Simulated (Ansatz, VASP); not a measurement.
# Two plane-wave programs on MnSb

```
Sb Mn
1.0
     4.15000    0.00000    0.00000
    -2.07500    3.59401    0.00000
     0.00000    0.00000    5.78000
Sb Mn
2 2
Cartesian
  2.0750 1.1980 4.3350
  0.0000 2.3960 1.4450
  0.0000 0.0000 2.8900
  0.0000 0.0000 0.0000
```

Alike in both runs: functional BLYP; k mesh 7 × 7 × 5; occupations fermi-dirac, width 0.05 eV; collinear spin.

|  | VASP | Ansatz |
| --- | --- | --- |
| version | VASP 6.6.1 | Ansatz 0.2.0 |
| potentials or method | VASP PAW PBE potentials, release 64 (Sb, Mn_pv) | Ansatz PAW |
| plane-wave cutoff (eV) | 520 | 420 |
| valence electrons in the cell | 36 | 60 |
| task | single point | band structure |

```csv
,VASP,Ansatz,Ansatz less VASP
gap on the k mesh at the Fermi level (eV),none,none,-
pressure (GPa),1.2,1.1,-0.09
"traceless stress, the component that is largest in VASP (GPa)",-0.60,-0.55,+0.045
net moment per atom (μB),1.63,1.64,+0.009
size of the moment on the site where the two differ most (μB),3.31,3.35,+0.048
```

VASP's potentials were made for PBE, not for BLYP. Site moments also hang on the region over which each program counts them. A gap of «none» marks a metal or a gap that the smearing closes. With one functional, cell and mesh, what is left measures potentials, basis and numerics. VASP's potentials hold 36 valence electrons a cell and Ansatz's 60, so a difference there can come from the potentials and not from the codes.

Neither program's run includes spin-orbit coupling.
